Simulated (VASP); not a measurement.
Wanted: the native input for a VASP 6.6.1 run.

- Task: single point
- Functional: r2SCAN
- Potentials or basis: VASP PAW PBE potentials, release 64 (Be, S)
- Cutoff: 520 eV
- k mesh: 10 × 10 × 10
- Occupations: gaussian, width 0.01 eV
- Spin: no spin polarisation
- Dipole correction: no
- Further INCAR settings: ALGO = Normal; EDIFF = 1e-06; NBANDS = 11

Crystal: BeS.

```
CELL_PARAMETERS angstrom
0.00000 2.43431 2.43431
2.41848 0.00000 2.43431
2.41848 2.43431 0.00000
ATOMIC_POSITIONS crystal
Be 0.00000 0.00000 0.00000
S 0.25000 0.25000 0.25000
```

This cell differs from its parent crystal: uniaxial x strain -0.7%.

These files were run (other wordings do the same):

POSCAR

```
BeS
1.0
    0.0000000000      2.4343062304      2.4343062304
    2.4184832399      0.0000000000      2.4343062304
    2.4184832399      2.4343062304      0.0000000000
Be S
1 1
Direct
    0.0000000000      0.0000000000      0.0000000000
    0.2500000000      0.2500000000      0.2500000000
```

INCAR.step1

```
ALGO = Normal ; EDIFF = 1E-4
ENCUT = 520 ; GGA = PE
ISMEAR = 0 ; LASPH = T
LCHARG = F ; LREAL = F
LWAVE = T ; NBANDS = 11
NELM = 100 ; PREC = Accurate
SIGMA = 0.01
```

INCAR.step2

```
ALGO = Normal ; EDIFF = 1E-6
ENCUT = 520 ; ISIF = 2
ISMEAR = 0 ; ISTART = 1
LASPH = T ; LCHARG = F
LMIXTAU = T ; LREAL = F
LWAVE = F ; METAGGA = R2SCAN
NBANDS = 11 ; NELM = 100
PREC = Accurate ; SIGMA = 0.01
```

KPOINTS

```
k-points
0
Gamma
  10 10 10
```

Potentials or basis: VASP PAW PBE potentials, release 64 (Be, S).

The run is started by

```bash
$ cat potpaw_PBE.64/Be/POTCAR potpaw_PBE.64/S/POTCAR > POTCAR
$ cp INCAR.step1 INCAR
$ mpirun -np 1 vasp_std > vasp.out
$ cp INCAR.step2 INCAR
$ mpirun -np 1 vasp_std > vasp.out
```

Results of the run:

```
Pressure               : 0.9 GPa
Band gap on the k mesh : 3.53 eV, indirect (least direct gap 6.23 eV)
```

Caveat: the cell differs from its parent crystal (uniaxial x strain -0.7%); the PAW data sets were made with another functional, which shifts forces and pressure a little.

Run time: 120 s on 1 thread of AMD EPYC 7R13, on a shared host, peak memory 0.18 GiB.
